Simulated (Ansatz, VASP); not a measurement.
Two plane-wave programs on Ru

```xyz
2
Lattice="2.7200 0.0000 0.0000 -1.3600 2.3556 0.0000 0.0000 0.0000 4.2968" Properties=species:S:1:pos:R:3 pbc="T T T"
Ru    0.0000    1.5704    1.0742
Ru    1.3600    0.7852    3.2226
```

Alike in both runs: functional PBE; k mesh 18 × 18 × 10; occupations gaussian, width 0.1 eV; no spin polarisation.

Ansatz relaxed the structure, and its values are those at the end. VASP's run is a single point on that final structure, the one shown.

```csv
,VASP,Ansatz
version,VASP 6.6.1,Ansatz 0.2.0
potentials or method,"VASP PAW PBE potentials, release 64 (Ru_pv), cutoff 520 eV","scalar-relativistic, plane waves, PAW"
valence electrons in the cell,28,32
```

```csv
,VASP,Ansatz,Ansatz less VASP
gap on the k mesh at the Fermi level (eV),none,none,-
pressure (GPa),-0.1,0.0,+0.10
```

A gap of «none» marks a metal or a gap that the smearing closes. VASP's potentials hold 28 valence electrons a cell and Ansatz's 32, so a difference there can come from the potentials and not from the codes.
